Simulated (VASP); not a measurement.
In5O: relaxation of cell and atoms with PBE

The system is In5O.

```
In O
1.0
     3.80815    2.19863    2.82732
    -3.80815    2.19863    2.82732
     0.00000   -4.39727    2.82732
In O
5 1
Direct
  0.50000 0.00000 0.50000
  0.50000 0.50000 0.00000
  0.00000 0.50000 0.50000
  0.79928 0.79928 0.79928
  0.20072 0.20072 0.20072
  0.50000 0.50000 0.50000
```

The cell was built from a structure type or drawn by symmetry, and may not be a known phase.

| Item | Value |
| --- | --- |
| Program | VASP 6.6.1 |
| Task | relaxation of cell and atoms |
| Functional | PBE |
| Potentials or basis | VASP PAW PBE potentials, release 64 (In_d, O) |
| Cutoff | 600 eV |
| k mesh | 3 × 3 × 3 |
| Occupations | gaussian, width 0.1 eV |
| Spin | no spin polarisation |
| Dipole correction | no |
| Further INCAR settings | ALGO = Normal; EDIFF = 1e-06; IBRION = 2; EDIFFG = -0.04; NSW = 90; ISIF = 3 |

```yaml
Relaxed_volume: 23.97 Å³/atom
Relaxed_cell: a = 5.370 Å, b = 5.370 Å, c = 5.370 Å, α = 76.54°, β = 76.54°, γ = 76.54°
Space_group_after_relaxing_to_0.1_Å: R-3m (No. 166)
Energy_gained_by_relaxing: 607.4 meV/atom
Ionic_steps: 33
Pressure_after_relaxing: 0.2 GPa
Largest_force_after_relaxing: 0.024 eV/Å
Band_gap_on_the_k_mesh: zero (an odd number of electrons rules out a gap without spin polarisation)
```

Forces on the atoms (eV/Å):
```
In   0.000  0.000  0.000
In   0.000  0.000  0.000
In   0.000  0.000  0.000
In   0.000  0.000  0.024
In   0.000  0.000 -0.024
O    0.000  0.000  0.000
```

Stress tensor (GPa, compression positive):
```
0.20 0.00 0.00
0.00 0.20 0.00
0.00 0.00 0.06
```

The path:
```tsv
step	energy change (eV)	largest force (eV/Å)	pressure (GPa)	volume (Å³)
1	0.0000	5.0027	17.77	142.03
2	-2.3788	0.2208	-3.71	202.87
3	-2.5987	1.0028	-1.22	182.92
4	-2.5996	0.9586	-1.38	183.81
5	-2.7520	0.7956	-1.04	178.73
6	-2.8558	0.0109	0.13	170.06
7	-2.8591	0.2397	-0.17	171.72
8	-2.8596	0.1789	-0.09	171.24
9	-2.8775	0.1762	-0.06	170.31
10	-2.9514	0.2354	0.07	167.43
11	-3.1507	0.1525	0.26	161.36
12	-3.1933	2.2475	1.63	148.08
13	-3.2522	1.1413	0.80	154.26
14	-3.2536	1.3483	0.94	153.01
15	-3.2564	1.3602	0.93	152.90
16	-3.2639	1.3970	0.93	152.56
17	-3.2755	1.4741	0.89	151.86
18	-3.2890	1.6514	0.79	150.42
19	-3.2851	2.0392	0.88	147.33
20	-3.2919	1.8875	0.77	148.84
21	-3.3224	1.7396	0.65	148.81
22	-3.3994	1.3650	0.44	148.70
23	-3.5083	0.7794	0.21	148.35
24	-3.6121	0.2360	0.05	147.20
25	-3.6124	0.2970	0.04	147.08
26	-3.6124	0.2671	0.04	147.14
27	-3.6151	0.2625	-0.02	147.16
28	-3.6220	0.2494	-0.18	147.23
29	-3.6308	0.2277	-0.49	147.32
30	-3.6261	0.1581	-1.02	147.31
31	-3.6331	0.2093	-0.64	147.34
32	-3.6393	0.1619	-0.43	146.32
33	-3.6446	0.0239	0.16	143.81
```

Final structure:
```
CELL_PARAMETERS angstrom
3.32585 1.92018 3.75301
-3.32585 1.92018 3.75301
0.00000 -3.84036 3.75301
ATOMIC_POSITIONS crystal
In 0.50000 0.00000 0.50000
In 0.50000 0.50000 0.00000
In 0.00000 0.50000 0.50000
In 0.87359 0.87359 0.87359
In 0.12641 0.12641 0.12641
O 0.50000 0.50000 0.50000
```

Levels at points of the mesh, in eV from the Fermi level:
| k point | band 32 | band 33 | band 34 | band 35 | band 36 | band 37 | band 38 | band 39 |
| --- | --- | --- | --- | --- | --- | --- | --- | --- |
| (0.00, 0.00, 0.00) | -2.81 | -2.57 | -2.41 | 0.04 | 0.04 | 1.58 | 2.05 | 2.17 |

Wall time 16 min on 1 thread of Intel(R) Xeon(R) Platinum 8559C (Emerald Rapids), on a shared host, peak memory 0.28 GiB.

Caveat: the k points lie up to 0.41 Å⁻¹ apart in the final cell, too coarse for converged energies and pressures of a metal; spin-orbit coupling is left out, which moves the levels of the heavy elements; an odd number of electrons without spin polarisation forces a metal; a magnetic or distorted state may lie lower.
